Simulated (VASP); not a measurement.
GaN: single point with PBE

Crystal: GaN.

```
Ga N
1.0
     0.00000    2.24895    2.24895
     2.23771    0.00000    2.24895
     2.23771    2.24895    0.00000
Ga N
1 1
Direct
  0.00000 0.00000 0.00000
  0.25000 0.25000 0.25000
```

This cell differs from its parent crystal: uniaxial x strain -0.5%.

* Program: VASP 6.6.1
* Task: single point
* Functional: PBE
* Potentials or basis: VASP PAW PBE potentials, release 64 (Ga_d, N)
* Cutoff: 520 eV
* k mesh: 6 × 6 × 6
* Occupations: gaussian, width 0.01 eV
* Spin: no spin polarisation

| Item | Value |
| --- | --- |
| Pressure | 7.2 GPa |
| Band gap on the k mesh | 1.78 eV, direct |

Stress tensor (GPa, compression positive):
```
7.63 0.00 0.00
0.00 7.04 0.00
0.00 0.00 7.04
```

Levels at points of the mesh, in eV from the valence-band top:
| k point | band 5 | band 6 | band 7 | band 8 | band 9 | band 10 | band 11 | band 12 | band 13 | band 14 |
| --- | --- | --- | --- | --- | --- | --- | --- | --- | --- | --- |
| (0.00, 0.00, 0.00) | -13.14 | -13.14 | -0.02 | -0.02 | 0.00 | 1.78 | 10.34 | 10.36 | 10.36 | 17.74 |
| (0.50, 0.00, 0.00) | -13.09 | -11.89 | -7.13 | -1.02 | -0.98 | 4.70 | 8.77 | 10.37 | 10.44 | 15.71 |
| (0.50, 0.50, 0.00) | -13.06 | -11.48 | -6.20 | -2.74 | -2.74 | 3.35 | 6.74 | 11.75 | 14.01 | 14.13 |
| (0.00, 0.50, 0.50) | -13.06 | -11.45 | -6.15 | -2.78 | -2.78 | 3.31 | 6.66 | 11.82 | 14.05 | 14.05 |

Wall time 4.6 s on 1 thread of Intel(R) Xeon(R) 6975P-C (Granite Rapids) (shared host), peak memory 0.14 GiB.

Caveat: the cell differs from its parent crystal (uniaxial x strain -0.5%).
